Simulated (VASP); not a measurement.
# ZnS: single point with r2SCAN

ZnS:

```xyz
4
Lattice="3.7902 0.0000 0.0000 -1.8951 3.2824 0.0000 0.0000 0.0000 6.2201" Properties=species:S:1:pos:R:3 pbc="T T T"
Zn    0.0000    2.1883    0.0337
Zn    1.8951    1.0941    3.1438
S     0.0000    2.1883    2.3610
S     1.8951    1.0941    5.4711
```

```
Program                : VASP 6.6.1
Task                   : single point
Functional             : r2SCAN
Potentials or basis    : VASP PAW PBE potentials, release 64 (Zn, S)
Cutoff                 : 520 eV
k mesh                 : 6 × 6 × 4
Occupations            : gaussian, width 0.01 eV
Spin                   : no spin polarisation
Dipole correction      : no
Further INCAR settings : ALGO = Normal; EDIFF = 1e-06; NBANDS = 26
```

| Property | Result |
| --- | --- |
| Pressure | 1.1 GPa |
| Band gap on the k mesh | 2.85 eV |

Levels at points of the mesh, in eV from the valence-band top:
```csv
k point,band 15,band 16,band 17,band 18,band 19,band 20,band 21,band 22
"(0.00, 0.00, 0.00)",-0.94,-0.09,0.00,0.00,2.85,3.64,6.79,6.79
"(0.50, 0.00, 0.00)",-3.42,-2.36,-1.77,-0.93,4.03,4.81,5.44,7.36
"(0.00, 0.00, 0.50)",-0.49,-0.49,-0.49,-0.49,4.15,4.15,7.25,7.25
"(0.50, 0.00, 0.50)",-1.71,-1.71,-1.70,-1.70,3.96,3.96,5.65,5.65
```

Run time: 110 s on 1 thread of Intel(R) Xeon(R) Platinum 8488C (Sapphire Rapids) (shared host), peak memory 0.21 GiB.

Caveat: the PAW data sets were made with another functional, which shifts forces and pressure a little.
